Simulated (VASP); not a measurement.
Set up this calculation in VASP 6.6.1, as the native input.

```yaml
Task: single point
Functional: PBE
Potentials_or_basis: VASP PAW PBE potentials, release 64 (Al, O)
Cutoff: 520 eV
k_mesh: 6 × 4 × 8
Occupations: gaussian, width 0.05 eV
Spin: no spin polarisation
Dipole_correction: no
Further_INCAR_settings: ALGO = Normal; EDIFF = 1e-07; NBANDS = 35
```

The structure of Al2O3 lies in POSCAR:

```
Al2O3
1.0
    4.7121766311      0.0000000000      0.0000000000
    0.0000000000      9.7035371733      0.0000000000
    0.0000000000      0.0000000000      3.0257116887
Al O
4 6
Direct
    0.4404579186      0.3289195574      0.5000000000
    0.5595420814      0.6710804426      0.5000000000
    0.9404579186      0.1710804426      0.0000000000
    0.0595420814      0.8289195574      0.0000000000
    0.7663318114      0.2293024427      0.5000000000
    0.0000000000      0.0000000000      0.0000000000
    0.7336681886      0.7293024427      0.0000000000
    0.2663318114      0.2706975573      0.0000000000
    0.2336681886      0.7706975573      0.5000000000
    0.5000000000      0.5000000000      0.5000000000
```

These files were run (other wordings do the same):

INCAR

```
SYSTEM = Al2O3
  PREC = Accurate
  ENCUT = 520
  EDIFF = 1E-7
  ISMEAR = 0
  SIGMA = 0.05
  LREAL = .FALSE.
  LASPH = .TRUE.
  NELM = 60
  ALGO = Normal
  ISIF = 2
  LWAVE = .FALSE.
  LCHARG = .TRUE.
  GGA = PE
  LELF = .TRUE.
  LVHAR = .TRUE.
  NBANDS = 35
```

KPOINTS

```
Automatic mesh
0
G
  6 4 8
  0 0 0
```

Potentials or basis: VASP PAW PBE potentials, release 64 (Al, O).

Command:

```console
$ cat potpaw_PBE.64/Al/POTCAR potpaw_PBE.64/O/POTCAR > POTCAR
$ mpirun -np 1 vasp_std > vasp.out
```

Results of the run:

| Item | Value |
| --- | --- |
| Pressure | 0.4 GPa |
| Largest force | 0.013 eV/Å |
| Band gap on the k mesh | 3.42 eV |

Wall time 8.1 min on 1 thread of Intel Xeon 8259CL, on a shared host, peak memory 0.36 GiB.
